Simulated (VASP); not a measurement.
# TiO (P-6m2) in VASP: notebook

TiO is run at these levels: r2SCAN; tasks: relaxation of cell and atoms, single point.

Everything below comes from runs of VASP 6.6.1. Logs are shortened: lines on timing, memory, paths and dates and some standing lists are left out, and cuts for length are marked.

### 1 The cell of the first run

It takes space group P-6m2 (No. 187, hexagonal). The conventional cell has a = 3.031 Å, b = 3.031 Å, c = 3.238 Å, α = 90.00°, β = 90.00°, γ = 120.00°. Ti (site symmetry -6m2) has 6 O at 2.38 Å and 6 Ti at 3.03 Å within 3.1 Å. O (site symmetry -6m2) has 6 Ti at 2.38 Å and 6 O at 3.03 Å within 3.1 Å.

### 2 Relaxation of cell and atoms, r2SCAN

POSCAR

```
TiO
1.0
    3.0309987015      0.0000000000      0.0000000000
   -1.5154993507      2.6249218743      0.0000000000
    0.0000000000      0.0000000000      3.2377000000
Ti O
1 1
Direct
    0.6666666667      0.3333333333      0.0000000000
    0.0000000000      0.0000000000      0.5000000000
```

INCAR.step1

```
PREC = Accurate ; ENCUT = 600
ISMEAR = 0 ; SIGMA = 0.01
LREAL = F ; LASPH = T
NELM = 80 ; GGA = PE
ALGO = Normal ; EDIFF = 1E-4
LWAVE = T ; LCHARG = F
```

INCAR.step2

```
PREC = Accurate ; ENCUT = 600
EDIFF = 1E-6 ; ISMEAR = 0
SIGMA = 0.01 ; LREAL = F
LASPH = T ; NELM = 80
ALGO = Normal ; ISIF = 3
LWAVE = F ; LCHARG = F
METAGGA = R2SCAN ; LMIXTAU = T
IBRION = 2 ; NSW = 80
EDIFFG = -0.01 ; ISTART = 1
```

KPOINTS

```
Automatic mesh
0
Gamma
  12 12 12
```

Potentials or basis: VASP PAW PBE potentials, release 64 (Ti_sv, O).

Started as:

```
> cat potpaw_PBE.64/Ti_sv/POTCAR potpaw_PBE.64/O/POTCAR > POTCAR
> cp INCAR.step1 INCAR
> mpirun -np 1 vasp_std > vasp.out
> cp INCAR.step2 INCAR
> mpirun -np 1 vasp_std > vasp.out
```

OUTCAR:

```text
PREC = Accurate
   ENCUT = 600
   EDIFF = 1E-6
   ISMEAR = 0
   LREAL = F
   LASPH = T
   NELM = 80
   ISIF = 3
   METAGGA = R2SCAN
   IBRION = 2
   NSW = 80
   EDIFFG = -0.01
   ISTART = 1

 ion  position               nearest neighbor table
   1  0.667  0.333  0.000-   2 2.38   2 2.38   2 2.38   2 2.38   2 2.38   2 2.38
   2  0.000  0.000  0.500-   1 2.38   1 2.38   1 2.38   1 2.38   1 2.38   1 2.38

  LATTYP: Found a hexagonal cell.
 ALAT       =     3.0309987015
 C/A-ratio  =     1.0681957727

  Lattice vectors:

 A1 = (   3.0309987015,   0.0000000000,   0.0000000000)
 A2 = (  -1.5154993507,   2.6249218743,   0.0000000000)
 A3 = (   0.0000000000,   0.0000000000,   3.2377000000)

Analysis of symmetry for initial positions (statically):
=====================================================================
 Subroutine PRICEL returns:
 Original cell was already a primitive cell.

 Routine SETGRP: Setting up the symmetry group for a
 hexagonal supercell.

 Subroutine GETGRP returns: Found 12 space group operations
 (whereof 12 operations were pure point group operations)
 out of a pool of 24 trial point group operations.

The static configuration has the point symmetry D_3h.

Analysis of symmetry for dynamics (positions and initial velocities):
=====================================================================
 Subroutine PRICEL returns:
 Original cell was already a primitive cell.

 Routine SETGRP: Setting up the symmetry group for a
 hexagonal supercell.

 Subroutine GETGRP returns: Found 12 space group operations
 (whereof 12 operations were pure point group operations)
 out of a pool of 24 trial point group operations.

The dynamic configuration has the point symmetry D_3h.

 Subroutine INISYM returns: Found 12 space group operations
 (whereof 12 operations are pure point group operations),
 and found     1 'primitive' translations

----------------------------------------------------------------------------------------

                                     Primitive cell

  volume of cell :      25.7596

  direct lattice vectors                    reciprocal lattice vectors
     3.030998702  0.000000000  0.000000000     0.329924259  0.190481860  0.000000000
    -1.515499351  2.624921874  0.000000000     0.000000000  0.380963719  0.000000000
     0.000000000  0.000000000  3.237700000     0.000000000  0.000000000  0.308861229

  length of vectors
     3.030998702  3.030998701  3.237700000     0.380963719  0.380963719  0.308861229

  position of ions in fractional coordinates (direct lattice)
     0.666666667  0.333333333  0.000000000
     0.000000000  0.000000000  0.500000000

  ion indices of the primitive-cell ions
   primitive index   ion index
                 1           1
                 2           2

----------------------------------------------------------------------------------------

 KPOINTS: Automatic mesh

Automatic generation of k-mesh.
 Grid dimensions read from file:
 generate k-points for:   12   12   12

 Generating k-lattice:

  Cartesian coordinates                     Fractional coordinates (reciprocal lattice)
     0.027493688  0.015873488  0.000000000     0.083333333  0.000000000  0.000000000
     0.000000000  0.031746977  0.000000000     0.000000000  0.083333333  0.000000000
     0.000000000  0.000000000  0.025738436     0.000000000  0.000000000  0.083333333

  Length of vectors
     0.031746977  0.031746977  0.025738436

  Shift w.r.t. Gamma in fractional coordinates (k-lattice)
     0.000000000  0.000000000  0.000000000

 Subroutine IBZKPT returns following result:
 ===========================================

 Found    133 irreducible k-points:

 Following reciprocal coordinates:
            Coordinates               Weight
  0.000000  0.000000  0.000000      1.000000
  0.083333 -0.000000  0.000000      6.000000
  0.166667 -0.000000  0.000000      6.000000
  0.250000 -0.000000  0.000000      6.000000
  0.333333  0.000000  0.000000      6.000000
  0.416667 -0.000000  0.000000      6.000000
[... 16 lines left out ...]
  0.250000 -0.000000  0.083333     12.000000
  0.333333  0.000000  0.083333     12.000000
 [... further k-points ...]
   k-points           NKPTS =    133   k-points in BZ     NKDIM =    133   number of bands    NBANDS=     13
   number of dos      NEDOS =    301   number of ions     NIONS =      2
   total plane-waves  NPLWV =  16128
   dimension x,y,z NGX =    24 NGY =   24 NGZ =   28
   dimension x,y,z NGXF=    48 NGYF=   48 NGZF=   56
   ions per type =               1   1
   NGX,Y,Z   is equivalent  to a cutoff of  13.16, 13.16, 14.38 a.u.
   NGXF,Y,Z  is equivalent  to a cutoff of  26.33, 26.33, 28.75 a.u.
 SYSTEM =  unknown system
   PREC   = accura    normal or accurate (medium, high low for compatibility)
   ISTART =      1    job   : 0-new  1-cont  2-samecut
   ICHARG =      0    charge: 1-file 2-atom 10-const
   ISPIN  =      1    spin polarized calculation?
   LNONCOLLINEAR =      F non collinear calculations
   LSORBIT =      F    spin-orbit coupling
   LASPH  =      T    aspherical Exc in radial PAW
   ENCUT  =  600.0 eV  44.10 Ry    6.64 a.u.   6.05  6.05  6.47*2*pi/ulx,y,z
   NELM   =     80;   NELMIN=  2; NELMDL=  0     # of ELM steps
   EDIFF  = 0.1E-05   stopping-criterion for ELM
   LREAL  =      F    real-space projection
   EDIFFG = -.1E-01   stopping-criterion for IOM
   NSW    =     80    number of steps for IOM
   IBRION =      2    ionic relax: 0-MD 1-quasi-New 2-CG
   NFREE  =      1    steps in history (QN), initial steepest desc. (CG)
   ISIF   =      3    stress and relaxation
   ISYM   =      2    0-nonsym 1-usesym 2-fastsym
   POTIM  = 0.5000    time-step for ionic-motion
   TEBEG  =    0.0;   TEEND  =   0.0 temperature during run
   PSTRESS=    0.0 pullay stress
   NELECT =      18.0000    total number of electrons
   NUPDOWN=      -1.0000    fix difference up-down
   EMIN   =  10.00;   EMAX   =-10.00  energy-range for DOS
   EFERMI =   0.00;   METHOD = LEGACY
   ISMEAR =     0;   SIGMA  =   0.01  broadening in eV -4-tet -1-fermi 0-gaus
   EFERMI_NEDOS =   21; number of points for ismear=-14 and -15
   IALGO  =     38    algorithm
   IMIX   =      4    mixing-type and parameters
     AMIX     =   0.40;   BMIX     =  1.00
     AMIX_MAG =   1.60;   BMIX_MAG =  1.00
  volume/ion in A,a.u.               =      12.88        86.92
  Fermi-wavevector in a.u.,A,eV,Ry     =   1.452734  2.745269 28.714224  2.110436
  Thomas-Fermi vector in A             =   2.570082
   LORBIT       =      0    0 simple, 1 ext, 2 COOP (PROOUT), +10 PAW based schemes
   METAGGA = R2SCAN    functional components
   LHFCALC =     F    Hartree Fock is set to
   AEXX    =    0.0000 exact exchange contribution
   IVDW    =     0    specifies the selected vdW correction
   LEPSILON=     F    determine dielectric tensor
   LRPA    =     F    only Hartree local field effects (RPA)
 conjugate gradient relaxation of ions
 non-spin polarized calculation
 Gauss-broadening in eV      SIGMA  =   0.01
  energy-cutoff  :      600.00
  volume of cell :       25.76
 maximum number of plane-waves:       885
   NGX = 13   NGY = 13   NGZ = 13

--------------------------------------- Ionic step        1  -------------------------------------------

 number of electron      18.0000006 magnetization

 Free energy of the ion-electron system (eV)
  ---------------------------------------------------
  ext. energy  EPLUGINS =         0.00000000
  ---------------------------------------------------
  free energy    TOTEN  =       -23.29490890 eV

  energy without entropy =      -23.29490890  energy(sigma->0) =      -23.29490890

 E-fermi :   7.5692     XC(G=0): -11.9788

 val. band max:        7.5145547978   @ k =   0.0000   0.0000   0.5000
 cond. band min:       7.6840231762   @ k =   0.0000   0.0000   0.5000
 fundamental gap:      0.1694683784
 Fermi energy:         7.5692196490

 k-point     1 :       0.0000    0.0000    0.0000
  band No.  band energies     occupation
      1     -52.8740      2.00000
      2     -28.0965      2.00000
      3     -27.8158      2.00000
      4     -27.8158      2.00000
      5     -13.2897      2.00000
      6       2.8632      2.00000
      7       3.5056      2.00000
      8       3.5056      2.00000
      9       5.0964      2.00000
     10       8.4860      0.00000
     11       8.6067      0.00000
     12       8.6068      0.00000
     13       9.2794      0.00000
[... 353 lines left out ...]
 k-point    24 :       0.3333    0.0000    0.0833
  band No.  band energies     occupation
      1     -52.8358      2.00000
      2     -28.0888      2.00000
      3     -28.0684      2.00000
      4     -27.8764      2.00000
      5     -12.7432      2.00000
      6       1.1575      2.00000
      7       2.3518      2.00000
      8       3.4611      2.00000
      9       6.0924      2.00000
     10       8.4471      0.00000
     11       9.0082      0.00000
     12       9.4872      0.00000
     13       9.4956      0.00000

 [... further k-points ...]
[... 5 lines left out ...]
  --------------------------------------------------------------------------------------
  -------------------------------------------------------------------------------------
  Total       -5.1972090     -5.1972090     -8.5792948     -0.0000000     -0.0000000      0.0000000
  in kB     -323.2525974   -323.2525974   -533.6093591     -0.0000000     -0.0000000      0.0000000
  external PRESSURE =    -393.3715180 kB  Pullay stress =       0.0000000 kB
[... 273 lines left out ...]
  energy  without entropy=      -24.3983670327  energy(sigma->0) =      -24.39837223

--------------------------------------- Ionic step        9  -------------------------------------------

 number of electron      18.0000004 magnetization

 Free energy of the ion-electron system (eV)
  ---------------------------------------------------
  ext. energy  EPLUGINS =         0.00000000
  ---------------------------------------------------
  free energy    TOTEN  =       -24.39838494 eV

  energy without entropy =      -24.39837453  energy(sigma->0) =      -24.39837973

 E-fermi :  11.5530     XC(G=0): -13.6799

 val. band max:       11.5183480850   @ k =   0.0000   0.0000   0.5000
 cond. band min:      11.5577601129   @ k =   0.0000   0.0000   0.4167
 fundamental gap:      0.0394120278
 Fermi energy:        11.5529926760

 k-point     1 :       0.0000    0.0000    0.0000
  band No.  band energies     occupation
      1     -48.7033      2.00000
      2     -23.8279      2.00000
      3     -23.4834      2.00000
      4     -23.4834      2.00000
      5     -11.7588      2.00000
      6       5.4858      2.00000
      7       5.4858      2.00000
      8       5.6528      2.00000
      9       8.3693      2.00000
     10      13.1814      0.00000
     11      13.1814      0.00000
     12      13.4327      0.00000
     13      13.8408      0.00000
[... 353 lines left out ...]
 k-point    24 :       0.3333    0.0000    0.0833
  band No.  band energies     occupation
      1     -48.5954      2.00000
      2     -24.1518      2.00000
      3     -23.7747      2.00000
      4     -23.6164      2.00000
      5     -10.7940      2.00000
      6       2.8179      2.00000
      7       4.7062      2.00000
      8       5.6227      2.00000
      9       9.3001      2.00000
     10      12.7924      0.00000
     11      13.3971      0.00000
     12      14.2213      0.00000
     13      14.2867      0.00000

 [... further k-points ...]
[... 5 lines left out ...]
  --------------------------------------------------------------------------------------
  -------------------------------------------------------------------------------------
  Total       -0.0027363     -0.0027363      0.0023964     -0.0000000      0.0000000      0.0000000
  in kB       -0.2270869     -0.2270869      0.1988794     -0.0000000      0.0000000      0.0000000
  external PRESSURE =      -0.0850981 kB  Pullay stress =       0.0000000 kB
[... 17 lines left out ...]
  FREE ENERGIE OF THE ION-ELECTRON SYSTEM (eV)
  ---------------------------------------------------
  free  energy   TOTEN  =       -24.3983849364 eV

  energy  without entropy=      -24.3983745335  energy(sigma->0) =      -24.39837973

 reached required accuracy - stopping structural energy minimisation
```

It took 9.4 min on 1 thread of Intel Xeon 6975P-C (Granite Rapids), shared host; peak memory 0.21 GiB.

Results:

```yaml
Free_energy: -24.3984 eV
Relaxed_volume: 9.65 Å³/atom
Relaxed_cell: a = 2.808 Å, b = 2.808 Å, c = 2.826 Å, α = 90.00°, β = 90.00°, γ = 120.00°
Space_group_after_relaxing_to_0.1_Å: P-6m2 (No. 187)
Energy_gained_by_relaxing: 551.7 meV/atom
Ionic_steps: 9
Pressure_after_relaxing: 0.0 GPa
Band_gap_on_the_k_mesh: zero (bands 9 and 10 overlap by 0.04 eV)
```

Step by step:
```tsv
step	energy change (eV)	largest force (eV/Å)	pressure (GPa)	volume (Å³)
1	0.0000	0.0000	-39.34	25.76
2	-0.2346	0.0000	87.00	15.63
3	-1.1010	0.0000	-2.59	19.49
4	-1.1029	0.0000	-0.43	19.33
5	-1.1028	0.0000	1.16	19.21
6	-1.1032	0.0000	-1.10	19.39
7	-1.1034	0.0000	-0.22	19.32
8	-1.1035	0.0000	0.08	19.30
9	-1.1035	0.0000	-0.01	19.31
```

Final structure:
```yaml
crystal:
  lattice:
    - [2.80838, 0.00000, 0.00000]
    - [-1.40419, 2.43213, 0.00000]
    - [0.00000, 0.00000, 2.82641]
  atoms:
    - { symbol: Ti, position: [0.66667, 0.33333, 0.00000] }
    - { symbol: O, position: [0.00000, 0.00000, 0.50000] }
```

Levels at points of the mesh, in eV from the Fermi level:
```
           k point  band 6  band 7  band 8  band 9  band 10  band 11  band 12  band 13
(0.00, 0.00, 0.00)   -6.07   -6.07   -5.90   -3.18     1.63     1.63     1.88     2.29
(0.50, 0.00, 0.00)   -9.43   -6.95   -5.83   -2.64     1.79     1.95     2.94     2.97
(0.00, 0.00, 0.50)   -9.78   -5.70   -5.70   -0.03    -0.03     0.55     2.10     2.10
(0.50, 0.00, 0.50)   -8.45   -8.35   -7.03   -1.01     1.95     2.89     2.95     3.74
```

Caveat: the volume moved by over 15 % at a fixed basis, so the end points are rough; the PAW data sets were made with another functional, which shifts forces and pressure a little; semilocal functionals often make such compounds metallic where correlation or magnetic order opens a gap, which also shifts bond lengths.

### 3 Single point, r2SCAN

POSCAR is that of step 2.

INCAR.step1

```
  PREC = Accurate
  ENCUT = 520
  ISMEAR = 0
  SIGMA = 0.01
  LREAL = F
  LASPH = T
  NELM = 80
  NBANDS = 16
  GGA = PE
  ALGO = Normal
  EDIFF = 1E-4
  LWAVE = T
  LCHARG = F
```

INCAR.step2

```
  PREC = Accurate
  ENCUT = 520
  EDIFF = 1E-6
  ISMEAR = 0
  SIGMA = 0.01
  LREAL = F
  LASPH = T
  NELM = 80
  ALGO = Normal
  ISIF = 2
  LWAVE = F
  LCHARG = F
  METAGGA = R2SCAN
  LMIXTAU = T
  NBANDS = 16
  ISTART = 1
```

KPOINTS

```
regular mesh
0
Gamma
  1 1 1
```

Potentials or basis: VASP PAW PBE potentials, release 64 (Ti_sv, O).

Started as:

```
> cat potpaw_PBE.64/Ti_sv/POTCAR potpaw_PBE.64/O/POTCAR > POTCAR
> cp INCAR.step1 INCAR
> mpirun -np 1 vasp_gam > vasp.out
> cp INCAR.step2 INCAR
> mpirun -np 1 vasp_gam > vasp.out
```

Wall time 29 s (1 thread of Intel Xeon 8259CL, shared host); peak memory 0.14 GiB.

Results (log left out):

```yaml
Free_energy: -19.5899 eV
Pressure: -10.6 GPa
```

Stress tensor (GPa, compression positive):
```
 -4.15   0.00   0.00
  0.00  -4.15   0.00
  0.00   0.00 -23.63
```

Levels at points of the mesh, in eV from the Fermi level:
```tsv
k point	band 5	band 6	band 7	band 8	band 9	band 10	band 11	band 12	band 13	band 14
(0.00, 0.00, 0.00)	-17.79	-1.32	-1.25	-1.25	-0.08	3.28	3.35	3.35	4.25	4.25
```

Caveat: the k points lie up to 2.39 Å⁻¹ apart; the PAW data sets were made with another functional, which shifts forces and pressure a little.

[end of part 1 of 2]
